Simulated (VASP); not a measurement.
Sc: single point with LDA

Crystal: Sc.

```
Sc
1.0
     3.22519    0.00000    0.00000
    -1.61260    2.79310    0.00000
     0.00000    0.00000    5.03133
Sc
2
Direct
  0.33333 0.66667 0.25000
  0.66667 0.33333 0.75000
```

| Property | Result |
| --- | --- |
| Program | VASP 6.6.1 |
| Task | single point |
| Functional | LDA |
| Potentials or basis | VASP PAW LDA potentials, release 64 (Sc_sv) |
| Cutoff | 520 eV |
| k mesh | 12 × 12 × 8 |
| Occupations | fermi-dirac, width 0.15 eV |
| Spin | no spin polarisation |
| Dipole correction | no |
| Further INCAR settings | ALGO = Normal; EDIFF = 1e-06; NBANDS = 18 |

```
Pressure               : 0.1 GPa
Band gap on the k mesh : zero (bands 11 and 12 overlap by 1.59 eV)
```

Levels at points of the mesh, in eV from the Fermi level:
| k point | band 8 | band 9 | band 10 | band 11 | band 12 | band 13 | band 14 | band 15 |
| --- | --- | --- | --- | --- | --- | --- | --- | --- |
| (0.00, 0.00, 0.00) | -27.27 | -5.22 | -1.76 | 0.90 | 1.64 | 1.64 | 1.92 | 2.14 |
| (0.50, 0.00, 0.00) | -27.35 | -1.64 | -1.17 | -0.81 | -0.23 | 1.36 | 1.39 | 1.99 |
| (0.00, 0.00, 0.50) | -27.34 | -3.58 | -3.58 | 0.99 | 0.99 | 1.55 | 1.55 | 1.55 |
| (0.50, 0.00, 0.50) | -27.41 | -1.60 | -1.60 | 0.08 | 0.08 | 1.48 | 1.48 | 2.51 |

Wall time 86 s on 1 thread of Intel Xeon 8259CL, on a shared host, peak memory 0.18 GiB.
